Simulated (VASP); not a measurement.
Here is a VASP 6.6.1 calculation.

Contents of INCAR:

```
SYSTEM = Ba
PREC = Accurate
ENCUT = 520
EDIFF = 1E-7
ISMEAR = 0
SIGMA = 0.15
LREAL = .False.
LASPH = .True.
NELM = 100
ALGO = Fast
ISIF = 2
LWAVE = .False.
LCHARG = .False.
GGA = PE
NBANDS = 11
```

The input KPOINTS:

```
Automatic mesh
0
Gamma
  14 14 14
  0 0 0
```

Contents of POSCAR:

```
Ba
1.0
   -2.5000000000      2.5000000000      2.4250000000
    2.5000000000     -2.5000000000      2.4250000000
    2.5000000000      2.5000000000     -2.4250000000
Ba
1
Direct
    0.0000000000      0.0000000000      0.0000000000
```

Potentials or basis: VASP PAW PBE potentials, release 64 (Ba_sv).

The run is started by

```sh
$ cat potpaw_PBE.64/Ba_sv/POTCAR > POTCAR
$ mpirun -np 1 vasp_std > vasp.out
```

(1) What does it give for the pressure?

(2) What does it give for the band gap on the k mesh?

Results:

(1) 0.5 GPa.

(2) zero (bands 5 and 6 overlap by 1.06 eV).

Caveat: the cell differs from its parent crystal (strain +0.000 along x and y, -0.030 along z); spin-orbit coupling is left out, which moves the levels of the heavy elements.
